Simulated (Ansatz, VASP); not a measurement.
## InO: VASP beside Ansatz

POSCAR

```
InO
1.0
    3.3979006105      0.0000000000      0.0000000000
   -1.6989503053      2.9426682482      0.0000000000
    0.0000000000      0.0000000000     16.4020216013
In O
2 2
Direct
    0.6666666667      0.3333333333      0.5900210000
    0.6666666667      0.3333333333      0.4099790000
    0.0000000000      0.0000000000      0.6398670000
    0.0000000000      0.0000000000      0.3601330000
```

The input INCAR.step1:

```
ALGO     = Normal         # electronic algorithm
EDIFF    = 1E-4           # SCF threshold, eV
ENCUT    = 520            # plane-wave cutoff, eV
GGA      = PE             # functional
ISMEAR   = 0              # smearing method
LASPH    = True           # aspherical terms in the spheres
LCHARG   = False          # write CHGCAR
LREAL    = False          # projectors in reciprocal space
LWAVE    = True           # write WAVECAR
NBANDS   = 27             # bands
NELM     = 60             # most SCF steps
PREC     = Accurate       # precision mode
SIGMA    = 0.05           # smearing width, eV
```

The input INCAR.step2:

```
ALGO     = Normal         # electronic algorithm
EDIFF    = 1E-6           # SCF threshold, eV
ENCUT    = 520            # plane-wave cutoff, eV
ISIF     = 2              # what is computed and relaxed
ISMEAR   = 0              # smearing method
ISTART   = 1            
LASPH    = True           # aspherical terms in the spheres
LCHARG   = True           # write CHGCAR
LELF     = True           # ELF
LMIXTAU  = True         
LREAL    = False          # projectors in reciprocal space
LVHAR    = True         
LWAVE    = False          # write WAVECAR
METAGGA  = R2SCAN         # meta-GGA
NBANDS   = 27             # bands
NELM     = 60             # most SCF steps
PREC     = Accurate       # precision mode
SIGMA    = 0.05           # smearing width, eV
```

The input KPOINTS:

```
k-points
0
Gamma
  12 12 2
```

Input for Ansatz:

```yaml
crystal:
  lattice:
    - [3.3979006105, 0.0, 0.0]
    - [-1.6989503053, 2.9426682482, 0.0]
    - [0.0, 0.0, 16.4020216013]
  atoms:
    - { symbol: In, position: [0.6666666667, 0.3333333333, 0.590021] }
    - { symbol: In, position: [0.6666666667, 0.3333333333, 0.409979] }
    - { symbol: O, position: [0.0, 0.0, 0.639867] }
    - { symbol: O, position: [0.0, 0.0, 0.360133] }
basis:
  ecutwfc: 500
kpoints:
  mp_grid: { grid: [12, 12, 2] }
hamiltonian:
  xc: r2scan
scf:
  occupations: { method: gaussian, width: 0.05 }
output:
  forces: true
  stress: true
  eigenvalues: true
```

Alike in both runs: task single point; functional r2SCAN; k mesh 12 × 12 × 2; occupations gaussian, width 0.05 eV; no spin polarisation.

|  | VASP | Ansatz |
| --- | --- | --- |
| version | VASP 6.6.1 | Ansatz 0.2.0 |
| potentials or method | VASP PAW PBE potentials, release 64 (In_d, O), cutoff 520 eV | scalar-relativistic, plane waves, PAW |
| valence electrons in the cell | 38 | 38 |

Ansatz gave:

| Item | Value |
| --- | --- |
| gap on the k mesh at the Fermi level (eV) | 0.54 |
| least direct gap on the mesh (eV) | 1.51 |
| rms of the force components (eV/Å) | 0.163 |

Question: Estimate VASP's values.

Answer: gap on the k mesh at the Fermi level (eV): 0.55; least direct gap on the mesh (eV): 1.51; rms of the force components (eV/Å): 0.156.

VASP's potentials were made for PBE, not for r2SCAN. Atom by atom the forces differ by 0.033 eV/Å (rms over components).
